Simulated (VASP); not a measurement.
HfO2:

```
Hf O
1.0
     5.29380    0.00000    0.00000
     0.00000    5.06923    0.00000
     0.00000    0.00000    5.10096
Hf O
4 8
Cartesian
  0.1727 1.3499 1.2242
  2.4742 1.3499 3.7746
  2.8196 3.7194 1.2242
  5.1211 3.7194 3.7746
  1.9343 0.3427 1.9544
  0.7126 0.3427 4.5049
  3.8602 2.3461 2.4988
  4.0806 2.3461 5.0492
  1.4336 2.7231 5.0492
  1.2133 2.7231 2.4988
  4.5812 4.7266 1.9544
  3.3595 4.7266 4.5049
```

```yaml
Program: VASP 6.6.1
Task: relaxation of cell and atoms
Functional: PBEsol
Potentials_or_basis: VASP PAW PBE potentials, release 64 (Hf_pv, O)
Cutoff: 600 eV
k_mesh: 4 × 6 × 6
Occupations: gaussian, width 0.02 eV
Spin: no spin polarisation
```

At the start: pressure -10.6 GPa; volume 11.41 Å³/atom.

Q: How do energy, volume and symmetry change on relaxing?

A: Over 24 steps the energy falls by 17.9 meV/atom and the volume is 10.87 Å³/atom (-4.7 %); space group Pca2_1 (No. 29, to 0.1 Å) before and after.

The path:
```csv
step,energy change (eV),largest force (eV/Å),pressure (GPa),volume (Å³)
1,0.0000,0.1063,-10.60,136.89
2,0.3259,0.4730,20.83,122.48
3,-0.2024,0.1423,-0.23,131.14
4,-0.2025,0.1456,-0.03,131.03
5,-0.2055,0.1331,0.00,130.90
6,-0.2056,0.1132,-0.01,130.92
7,-0.2089,0.0785,-0.03,130.84
8,-0.2107,0.0523,-0.07,130.66
9,-0.2110,0.0438,-0.07,130.71
10,-0.2120,0.0373,0.15,130.58
11,-0.2121,0.0481,0.23,130.53
12,-0.2127,0.0323,-0.13,130.67
13,-0.2127,0.0367,-0.19,130.70
14,-0.2134,0.0303,-0.07,130.63
15,-0.2138,0.0474,0.11,130.51
16,-0.2142,0.0404,-0.09,130.58
17,-0.2142,0.0484,-0.13,130.60
18,-0.2146,0.0194,-0.02,130.51
19,-0.2146,0.0211,0.03,130.46
20,-0.2146,0.0202,0.04,130.47
21,-0.2147,0.0084,-0.05,130.49
22,-0.2147,0.0071,-0.06,130.50
23,-0.2147,0.0091,0.08,130.42
24,-0.2148,0.0017,-0.01,130.47
```

Final structure:
```
Hf O
1.0
     5.20295    0.00000    0.00000
     0.00000    4.99647    0.00000
     0.00000    0.00000    5.01877
Hf O
4 8
Direct
  0.03332 0.26790 0.24223
  0.46668 0.26790 0.74223
  0.53332 0.73210 0.24223
  0.96668 0.73210 0.74223
  0.36800 0.07211 0.37958
  0.13200 0.07211 0.87958
  0.73505 0.45930 0.49119
  0.76495 0.45930 0.99119
  0.26495 0.54070 0.99119
  0.23505 0.54070 0.49119
  0.86800 0.92789 0.37958
  0.63200 0.92789 0.87958
```

Caveat: the PAW data sets were made with another functional, which shifts forces and pressure a little.
